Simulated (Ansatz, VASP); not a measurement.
CdSe: VASP beside Ansatz

```
Cd Se
1.0
     4.09477    0.00000    0.00000
     0.00000    4.35994    0.00000
     0.00000    0.00000   10.33898
Cd Se
3 3
Direct
  0.50000 0.50000 0.17110
  0.50000 0.50000 0.82890
  0.00000 0.00000 0.50000
  0.50000 0.00000 0.32230
  0.00000 0.50000 0.00000
  0.50000 0.00000 0.67770
```

Alike in both runs: task relaxation of cell and atoms; functional PBE; k mesh 10 × 10 × 4; occupations gaussian, width 0.1 eV; no spin polarisation.

|  | VASP | Ansatz |
| --- | --- | --- |
| version | VASP 6.6.1 | Ansatz 0.2.0 |
| potentials or method | VASP PAW PBE potentials, release 64 (Cd, Se), cutoff 600 eV | scalar-relativistic, plane waves, PAW |
| valence electrons in the cell | 54 | 108 |

|  | VASP | Ansatz | Ansatz less VASP |
| --- | --- | --- | --- |
| gap on the k mesh at the Fermi level, each at its own relaxed structure (eV) | none | none | - |
| relaxed volume (Å³/atom) | 30.79 | 30.63 | -0.164 |
| relaxed length of the cell vector where the two differ most in proportion (Å) | 4.087 | 4.079 | -0.0086 |

A gap of «none» marks a metal or a gap that the smearing closes. VASP's potentials hold 54 valence electrons a cell and Ansatz's 108, so a difference there can come from the potentials and not from the codes.
